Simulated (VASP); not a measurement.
Here is a VASP 6.6.1 calculation.

Contents of INCAR:

```
SYSTEM = Ti3Al
PREC = Accurate ; ENCUT = 520
EDIFF = 1E-6 ; ISMEAR = 0
SIGMA = 0.15 ; LREAL = .FALSE.
LASPH = .TRUE. ; NELM = 150
ALGO = Normal ; ISIF = 2
LWAVE = .FALSE. ; LCHARG = .FALSE.
ISPIN = 2 ; MAGMOM = 0.22 0.22 0.96 0
LORBIT = 11 ; LMAXMIX = 4
GGA = PS ; NBANDS = 32
```

The input KPOINTS:

```
Automatic mesh
0
G
  10 10 10
  0 0 0
```

File POSCAR:

```
Ti3Al
1.0
    0.0000000000      3.1915212940      3.1915212940
    3.1915212940      0.0000000000      3.1915212940
    3.1915212940      3.1915212940      0.0000000000
Ti Al
3 1
Direct
    0.7500000000      0.7500000000      0.7500000000
    0.2500000000      0.2500000000      0.2500000000
    0.0000000000      0.0000000000      0.0000000000
    0.5000000000      0.5000000000      0.5000000000
```

Potentials or basis: VASP PAW PBE potentials, release 64 (Ti_sv, Al).

Launch:

```bash
$ cat potpaw_PBE.64/Ti_sv/POTCAR potpaw_PBE.64/Al/POTCAR > POTCAR
$ mpirun -np 1 vasp_std > vasp.out
```

**Question.** What does it give for the site moments?

**Answer.** Ti +0.21, +0.87; Al -0.01 μB.

**Question.** What does it give for the pressure?

**Answer.** 0.0 GPa.

**Question.** What does it give for the net moment?

**Answer.** 1.68 μB per cell.

Caveat: the PAW data sets were made with another functional, which shifts forces and pressure a little.
